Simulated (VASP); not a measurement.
The system is HfN.

```
Hf N
1.0
     0.00000    2.45482    2.45482
     2.45482    0.00000    2.45482
     2.45482    2.45482    0.00000
Hf N
1 1
Direct
  0.00000 0.00000 0.00000
  0.25000 0.25000 0.25000
```

* Program: VASP 6.6.1
* Task: relaxation of cell and atoms
* Functional: r2SCAN
* Potentials or basis: VASP PAW PBE potentials, release 64 (Hf_pv, N)
* Cutoff: 600 eV
* k mesh: 9 × 9 × 9
* Occupations: fermi-dirac, width 0.05 eV
* Spin: no spin polarisation

At the start: pressure -3.5 GPa; volume 14.79 Å³/atom.

Question: How do energy, volume and symmetry change on relaxing?

Answer: Over 3 steps the energy falls by 2.9 meV/atom and the volume is 14.54 Å³/atom (-1.7 %); space group F-43m (No. 216, to 0.05 Å).

The path:
```csv
step,energy change (eV),largest force (eV/Å),pressure (GPa),volume (Å³)
1,0.0000,0.0000,-3.53,29.59
2,0.0116,0.0000,6.66,28.21
3,-0.0058,0.0000,-0.04,29.07
```

Final structure:
```xyz
2
Lattice="0.0000 2.4406 2.4406 2.4406 0.0000 2.4406 2.4406 2.4406 0.0000" Properties=species:S:1:pos:R:3 pbc="T T T"
Hf    0.0000    0.0000    0.0000
N     1.2203    1.2203    1.2203
```

Caveat: the PAW data sets were made with another functional, which shifts forces and pressure a little.
